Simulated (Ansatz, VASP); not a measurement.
## KGe2 in VASP and in Ansatz

```
K Ge
1.0
     4.78472    0.00000    0.00000
     0.00000    4.78472    0.00000
     0.00000    0.00000    4.81374
K Ge
1 2
Direct
  0.00000 0.00000 0.00000
  0.50000 0.50000 0.24888
  0.50000 0.50000 0.75112
```

Alike in both runs: functional PBE; dispersion D3(BJ); k mesh 10 × 10 × 10; occupations gaussian, width 0.1 eV; no spin polarisation.

Ansatz relaxed the structure, and its values are those at the end. VASP's run is a single point on that final structure, the one shown.

|  | VASP | Ansatz |
| --- | --- | --- |
| version | VASP 6.6.1 | Ansatz 0.2.0 |
| potentials or method | VASP PAW PBE potentials, release 64 (K_sv, Ge_d), cutoff 520 eV | scalar-relativistic, plane waves, PAW |
| valence electrons in the cell | 37 | 37 |

```tsv
	VASP	Ansatz	Ansatz less VASP
gap on the k mesh at the Fermi level (eV)	none	none	-
pressure (GPa)	0.0	0.0	+0.01
```

A gap of «none» marks a metal or a gap that the smearing closes.
